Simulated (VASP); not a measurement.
Runs of VASP 6.6.1 on W. The structure is that of space group Fd-3m (No. 227), or close to it. The cells are those of the table. 

| task | cell | cutoff (eV) | gap on the mesh (eV) | pressure (GPa) |
| --- | --- | --- | --- | --- |
| single point | a = 3.947 Å, angles 60.0°, 2 atoms | 520 | none | (a) |
| relaxation of cell and atoms | relaxed to 5 GPa from a = 3.875 Å, angles 60.0°, 2 atoms | 600 | none | 5.0 |
| single point | a = 4.022 Å, angles 60.0°, 2 atoms | 520 | none | 10.9 |
| single point | a = 4.068 Å, angles 60.0°, 2 atoms | 520 | none | 5.7 |
| relaxation of cell and atoms | relaxed to 20 GPa from a = 3.875 Å, angles 60.0°, 2 atoms | 600 | none | 20.0 |

Alike in all rows: level PBE; potentials or basis VASP PAW PBE potentials, release 64 (W_sv); no spin polarisation; k mesh 8 × 8 × 8; smearing gaussian 0.05 eV.

Task: Fill in the values left out.

Result: (a) 21.2.

Caveats: spin-orbit coupling is left out, which moves the levels of the heavy elements; the cell is relaxed towards a set pressure, so the enthalpy falls and the energy may rise (some runs).

A k mesh can miss the band edges, and the runs leave out spin-orbit coupling on W.

A gap of «none» marks levels without a gap at the run's occupations.
